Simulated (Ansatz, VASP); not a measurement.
CoO: VASP beside Ansatz

```xyz
2
Lattice="2.7902 0.0000 0.0000 -1.3951 2.4164 0.0000 0.0000 0.0000 2.6849" Properties=species:S:1:pos:R:3 pbc="T T T"
Co    0.0000    0.0000    1.3425
O     1.3951    0.8055    0.0000
```

Alike in both runs: task single point; functional PBE; k mesh 11 × 11 × 10; occupations fermi-dirac, width 0.05 eV; collinear spin.

```csv
,VASP,Ansatz
version,VASP 6.6.1,Ansatz 0.2.0
potentials or method,"VASP PAW PBE potentials, release 64 (Co, O)",Ansatz PAW
plane-wave cutoff (eV),520,420
valence electrons in the cell,15,23
```

VASP gave:

| Property | Result |
| --- | --- |
| gap on the k mesh at the Fermi level (eV) | none |
| pressure (GPa) | 8.1 |
| traceless stress, the component that is largest in VASP (GPa) | 1.26 |
| net moment per atom (μB) | 1.50 |
| size of the moment on the site where the two differ most (μB) | 2.54 |

What did Ansatz give for the same quantities?

gap on the k mesh at the Fermi level (eV): none; pressure (GPa): 8.5; traceless stress, the component that is largest in VASP (GPa): 1.56; net moment per atom (μB): 1.50; size of the moment on the site where the two differ most (μB): 2.49.

Site moments also hang on the region over which each program counts them. A gap of «none» marks a metal or a gap that the smearing closes. VASP's potentials hold 15 valence electrons a cell and Ansatz's 23, so a difference there can come from the potentials and not from the codes.
